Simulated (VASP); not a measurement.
# NbP (I4_1md) in VASP: single point with PBEsol

Aim: the single point of NbP with PBEsol.

Program: VASP 6.6.1. These are calculated values, not measurements. Logs are shortened: lines on timing, memory, paths and dates and some standing lists are left out, and cuts for length are marked.

## (1) The cell of the first run

The structure is tetragonal, space group I4_1md (No. 109). Conventional cell: a = 3.320 Å, b = 3.320 Å, c = 11.298 Å, α = 90.00°, β = 90.00°, γ = 90.00°. Nb (site symmetry 2mm) has 6 P at 2.52 Å and 4 Nb at 3.28 Å within 3.3 Å. Within 3.3 Å of P (site symmetry 2mm) lie 6 Nb at 2.52 Å and 4 P at 3.28 Å.

## (2) Single point, PBEsol

Contents of INCAR:

```
SYSTEM = NbP
PREC = Accurate
ENCUT = 520
EDIFF = 1E-6
ISMEAR = -1
SIGMA = 0.03
LREAL = .FALSE.
LASPH = .TRUE.
NELM = 60
ALGO = Normal
ISIF = 2
LWAVE = .FALSE.
LCHARG = .TRUE.
GGA = PS
LELF = .TRUE.
LVHAR = .TRUE.
NBANDS = 26
```

Contents of KPOINTS:

```
Automatic mesh
0
G
  8 8 8
  0 0 0
```

Contents of POSCAR:

```
NbP
1.0
   -1.6598781415      1.6598781415      5.6492429167
    1.6598781415     -1.6598781415      5.6492429167
    1.6598781415      1.6598781415     -5.6492429167
Nb P
2 2
Direct
    0.7501828716      0.7501828716      0.0000000000
    0.5001828716      1.0001828716      0.5000000000
    0.3324457034      0.3324457034      0.0000000000
    0.0824457034      0.5824457034      0.5000000000
```

Potentials or basis: VASP PAW PBE potentials, release 64 (Nb_sv, P).

Started as:

```
> cat potpaw_PBE.64/Nb_sv/POTCAR potpaw_PBE.64/P/POTCAR > POTCAR
> mpirun -np 1 vasp_std > vasp.out
```

OUTCAR:

```text
SYSTEM = NbP
   PREC = Accurate
   ENCUT = 520
   EDIFF = 1E-6
   ISMEAR = -1
   LREAL = .FALSE.
   LASPH = .TRUE.
   NELM = 60
   ISIF = 2
   GGA = PS

 ion  position               nearest neighbor table
   1  0.750  0.750  0.000-   4 2.52   4 2.52   3 2.52   3 2.52   3 2.52   3 2.52
   2  0.500  0.000  0.500-   3 2.52   3 2.52   4 2.52   4 2.52   4 2.52   4 2.52
   3  0.332  0.332  0.000-   2 2.52   2 2.52   1 2.52   1 2.52   1 2.52   1 2.52
   4  0.082  0.582  0.500-   1 2.52   1 2.52   2 2.52   2 2.52   2 2.52   2 2.52

  LATTYP: Found a body centered tetragonal cell.
 ALAT       =     3.3197562830
 C/A-ratio  =     3.4034082234

  Lattice vectors:

 A1 = (  -1.6598781415,   1.6598781415,   5.6492429167)
 A2 = (   1.6598781415,  -1.6598781415,   5.6492429167)
 A3 = (   1.6598781415,   1.6598781415,  -5.6492429167)

Analysis of symmetry for initial positions (statically):
=====================================================================
 Subroutine PRICEL returns:
 Original cell was already a primitive cell.

 Routine SETGRP: Setting up the symmetry group for a
 body centered tetragonal supercell.

 Subroutine GETGRP returns: Found  8 space group operations
 (whereof  4 operations were pure point group operations)
 out of a pool of 16 trial point group operations.

The static configuration has the point symmetry C_2v.
 The point group associated with its full space group is C_4v.

Analysis of symmetry for dynamics (positions and initial velocities):
=====================================================================
 Subroutine PRICEL returns:
 Original cell was already a primitive cell.

 Routine SETGRP: Setting up the symmetry group for a
 body centered tetragonal supercell.

 Subroutine GETGRP returns: Found  8 space group operations
 (whereof  4 operations were pure point group operations)
 out of a pool of 16 trial point group operations.

The dynamic configuration has the point symmetry C_2v.
 The point group associated with its full space group is C_4v.

 Subroutine INISYM returns: Found  8 space group operations
 (whereof  4 operations are pure point group operations),
 and found     1 'primitive' translations

----------------------------------------------------------------------------------------

                                     Primitive cell

  volume of cell :      62.2591

  direct lattice vectors                    reciprocal lattice vectors
    -1.659878141  1.659878141  5.649242917     0.000000000  0.301226932  0.088507435
     1.659878141 -1.659878141  5.649242917     0.301226932  0.000000000  0.088507435
     1.659878141  1.659878141 -5.649242917     0.301226932  0.301226932  0.000000000

  length of vectors
     6.117543332  6.117543332  6.117543332     0.313960556  0.313960556  0.425999213

  position of ions in fractional coordinates (direct lattice)
     0.750182872  0.750182872  0.000000000
     0.500182872  0.000182872  0.500000000
     0.332445703  0.332445703  0.000000000
     0.082445703  0.582445703  0.500000000

  ion indices of the primitive-cell ions
   primitive index   ion index
                 1           1
                 2           2
                 3           3
                 4           4

----------------------------------------------------------------------------------------

 KPOINTS: Automatic mesh

Automatic generation of k-mesh.
 Grid dimensions read from file:
 generate k-points for:    8    8    8

 Generating k-lattice:

  Cartesian coordinates                     Fractional coordinates (reciprocal lattice)
     0.000000000  0.037653366  0.011063429     0.125000000  0.000000000  0.000000000
     0.037653366  0.000000000  0.011063429     0.000000000  0.125000000  0.000000000
     0.037653366  0.037653366  0.000000000     0.000000000  0.000000000  0.125000000

  Length of vectors
     0.039245069  0.039245069  0.053249902

  Shift w.r.t. Gamma in fractional coordinates (k-lattice)
     0.000000000  0.000000000  0.000000000

 Subroutine IBZKPT returns following result:
 ===========================================

 Found     59 irreducible k-points:

 Following reciprocal coordinates:
            Coordinates               Weight
  0.000000  0.000000  0.000000      1.000000
  0.125000  0.000000  0.000000      8.000000
  0.250000  0.000000  0.000000      8.000000
  0.375000  0.000000  0.000000      8.000000
  0.500000  0.000000  0.000000      4.000000
  0.125000  0.125000  0.000000      8.000000
[... 16 lines left out ...]
  0.250000  0.125000  0.125000     16.000000
  0.375000  0.125000  0.125000      8.000000
 [... further k-points ...]
   k-points           NKPTS =     59   k-points in BZ     NKDIM =     59   number of bands    NBANDS=     26
   number of dos      NEDOS =    301   number of ions     NIONS =      4
   total plane-waves  NPLWV = 110592
   dimension x,y,z NGX =    48 NGY =   48 NGZ =   48
   dimension x,y,z NGXF=    96 NGYF=   96 NGZF=   96
   ions per type =               2   2
   NGX,Y,Z   is equivalent  to a cutoff of  13.04, 13.04, 13.04 a.u.
   NGXF,Y,Z  is equivalent  to a cutoff of  26.09, 26.09, 26.09 a.u.
 SYSTEM =  NbP
   PREC   = accura    normal or accurate (medium, high low for compatibility)
   ISTART =      0    job   : 0-new  1-cont  2-samecut
   ICHARG =      2    charge: 1-file 2-atom 10-const
   ISPIN  =      1    spin polarized calculation?
   LNONCOLLINEAR =      F non collinear calculations
   LSORBIT =      F    spin-orbit coupling
   LASPH  =      T    aspherical Exc in radial PAW
   ENCUT  =  520.0 eV  38.22 Ry    6.18 a.u.  11.37 11.37 11.37*2*pi/ulx,y,z
   NELM   =     60;   NELMIN=  2; NELMDL= -5     # of ELM steps
   EDIFF  = 0.1E-05   stopping-criterion for ELM
   LREAL  =      F    real-space projection
   EDIFFG = 0.1E-04   stopping-criterion for IOM
   NSW    =      0    number of steps for IOM
   IBRION =     -1    ionic relax: 0-MD 1-quasi-New 2-CG
   NFREE  =      0    steps in history (QN), initial steepest desc. (CG)
   ISIF   =      2    stress and relaxation
   ISYM   =      2    0-nonsym 1-usesym 2-fastsym
   POTIM  = 0.5000    time-step for ionic-motion
   TEBEG  =    0.0;   TEEND  =   0.0 temperature during run
   PSTRESS=    0.0 pullay stress
   NELECT =      36.0000    total number of electrons
   NUPDOWN=      -1.0000    fix difference up-down
   EMIN   =  10.00;   EMAX   =-10.00  energy-range for DOS
   EFERMI =   0.00;   METHOD = LEGACY
   ISMEAR =    -1;   SIGMA  =   0.03  broadening in eV -4-tet -1-fermi 0-gaus
   EFERMI_NEDOS =   21; number of points for ismear=-14 and -15
   IALGO  =     38    algorithm
   IMIX   =      4    mixing-type and parameters
     AMIX     =   0.40;   BMIX     =  1.00
     AMIX_MAG =   1.60;   BMIX_MAG =  1.00
  volume/ion in A,a.u.               =      15.56       105.04
  Fermi-wavevector in a.u.,A,eV,Ry     =   1.363876  2.577351 25.308970  1.860157
  Thomas-Fermi vector in A             =   2.490240
   LORBIT       =      0    0 simple, 1 ext, 2 COOP (PROOUT), +10 PAW based schemes
   GGA     = PS    functional components
   LHFCALC =     F    Hartree Fock is set to
   AEXX    =    0.0000 exact exchange contribution
   IVDW    =     0    specifies the selected vdW correction
   LEPSILON=     F    determine dielectric tensor
   LRPA    =     F    only Hartree local field effects (RPA)
 non-spin polarized calculation
  energy-cutoff  :      520.00
  volume of cell :       62.26
 maximum number of plane-waves:      1708
 NGX is ok and might be reduce to    48
   NGX = 23   NGY = 23   NGZ = 23

 number of electron      36.0000001 magnetization

 Free energy of the ion-electron system (eV)
  ---------------------------------------------------
  ext. energy  EPLUGINS =         0.00000000
  ---------------------------------------------------
  free energy    TOTEN  =       -37.82481785 eV

  energy without entropy =      -37.82176146  energy(sigma->0) =      -37.82328966

 E-fermi :  10.8992     XC(G=0): -12.2659

 val. band max:       10.8977217882   @ k =  -0.1250   0.3750   0.1250
 cond. band min:      10.9186688763   @ k =  -0.2500   0.2500   0.2500
 fundamental gap:      0.0209470881
 Fermi energy:        10.8991551515

 k-point     1 :       0.0000    0.0000    0.0000
  band No.  band energies     occupation
      1     -43.8295      2.00000
      2     -43.7840      2.00000
      3     -20.1727      2.00000
      4     -19.9350      2.00000
      5     -19.9350      2.00000
      6     -19.7796      2.00000
[... 18 lines left out ...]
     25      15.1323      0.00000
     26      15.1323      0.00000

 k-point     2 :       0.1250    0.0000    0.0000
  band No.  band energies     occupation
      1     -43.8252      2.00000
      2     -43.7825      2.00000
      3     -20.1570      2.00000
      4     -19.9806      2.00000
      5     -19.9314      2.00000
      6     -19.8242      2.00000
[... 18 lines left out ...]
     25      15.3200      0.00000
     26      15.8506      0.00000

 k-point     3 :       0.2500    0.0000    0.0000
  band No.  band energies     occupation
      1     -43.8146      2.00000
      2     -43.7790      2.00000
      3     -20.1425      2.00000
      4     -20.0645      2.00000
      5     -19.9226      2.00000
      6     -19.9206      2.00000
[... 18 lines left out ...]
     25      15.8913      0.00000
     26      17.0875      0.00000

 k-point     4 :       0.3750    0.0000    0.0000
  band No.  band energies     occupation
      1     -43.8030      2.00000
      2     -43.7764      2.00000
      3     -20.2241      2.00000
      4     -20.0720      2.00000
      5     -19.9810      2.00000
      6     -19.9137      2.00000
[... 18 lines left out ...]
     25      15.5955      0.00000
     26      17.5180      0.00000
[... 496 lines left out ...]
      1     -43.8016      2.00000
      2     -43.7724      2.00000
      3     -20.1174      2.00000
      4     -20.0885      2.00000
      5     -20.0156      2.00000
      6     -19.9158      2.00000
[... 18 lines left out ...]
     25      15.7510      0.00000
     26      16.8282      0.00000

 k-point    23 :       0.2500    0.1250    0.1250
  band No.  band energies     occupation
      1     -43.7903      2.00000
      2     -43.7698      2.00000
      3     -20.1972      2.00000
      4     -20.0864      2.00000
      5     -20.0216      2.00000
      6     -19.9577      2.00000
[... 18 lines left out ...]
     25      16.0230      0.00000
     26      17.0190      0.00000

 k-point    24 :       0.3750    0.1250    0.1250
  band No.  band energies     occupation
      1     -43.7850      2.00000
      2     -43.7694      2.00000
      3     -20.2391      2.00000
      4     -20.0862      2.00000
      5     -20.0425      2.00000
      6     -19.9452      2.00000
[... 18 lines left out ...]
     25      15.9129      0.00000
     26      17.1028      0.00000

 [... further k-points ...]
[... 5 lines left out ...]
  --------------------------------------------------------------------------------------
  -------------------------------------------------------------------------------------
  Total       -0.0907777     -0.0907777     -0.0933089      0.0000000      0.0000000      0.0000000
  in kB       -2.3360759     -2.3360759     -2.4012145      0.0000000      0.0000000      0.0000000
  external PRESSURE =      -2.3577888 kB  Pullay stress =       0.0000000 kB

 VOLUME and BASIS-vectors are now :
 -----------------------------------------------------------------------------
  energy-cutoff  :      520.00
  volume of cell :       62.26
      direct lattice vectors                 reciprocal lattice vectors
    -1.659878141  1.659878141  5.649242917     0.000000000  0.301226932  0.088507435
     1.659878141 -1.659878141  5.649242917     0.301226932  0.000000000  0.088507435
     1.659878141  1.659878141 -5.649242917     0.301226932  0.301226932  0.000000000

 POSITION                                       TOTAL-FORCE (eV/Angst)
 -----------------------------------------------------------------------------------
      0.00000      0.00000      8.47593         0.000000      0.000000     -0.001338
      0.00000      1.65988      0.00207        -0.000000     -0.000000     -0.001338
      0.00000      0.00000      3.75613        -0.000000     -0.000000      0.001338
      1.65988      0.00000      0.93151        -0.000000     -0.000000      0.001338
 -----------------------------------------------------------------------------------
    total drift:                                0.000000      0.000000     -0.000305

  FREE ENERGIE OF THE ION-ELECTRON SYSTEM (eV)
  ---------------------------------------------------
  free  energy   TOTEN  =       -37.8248178520 eV

  energy  without entropy=      -37.8217614624  energy(sigma->0) =      -37.82328966
```

Wall time 2.5 min (1 thread of AMD EPYC 9R45 (Zen 5), shared host); peak memory 0.33 GiB.

What came out:

```yaml
Free_energy: -37.8248 eV
Pressure: -0.2 GPa
```

Levels at points of the mesh, in eV from the Fermi level:
| k point | band 15 | band 16 | band 17 | band 18 | band 19 | band 20 | band 21 | band 22 |
| --- | --- | --- | --- | --- | --- | --- | --- | --- |
| (0.00, 0.00, 0.00) | -2.22 | -1.75 | -1.35 | -1.35 | 0.84 | 1.67 | 2.80 | 3.28 |
| (0.50, 0.00, 0.00) | -2.37 | -1.86 | -1.56 | -0.06 | 0.07 | 1.38 | 2.59 | 2.76 |
| (0.50, 0.50, 0.00) | -2.84 | -2.84 | -0.44 | -0.44 | 3.11 | 3.11 | 3.23 | 3.23 |
| (0.50, 0.50, 0.50) | -2.76 | -2.76 | -0.48 | -0.48 | 1.23 | 1.23 | 2.45 | 2.45 |

Caveat: the PAW data sets were made with another functional, which shifts forces and pressure a little.
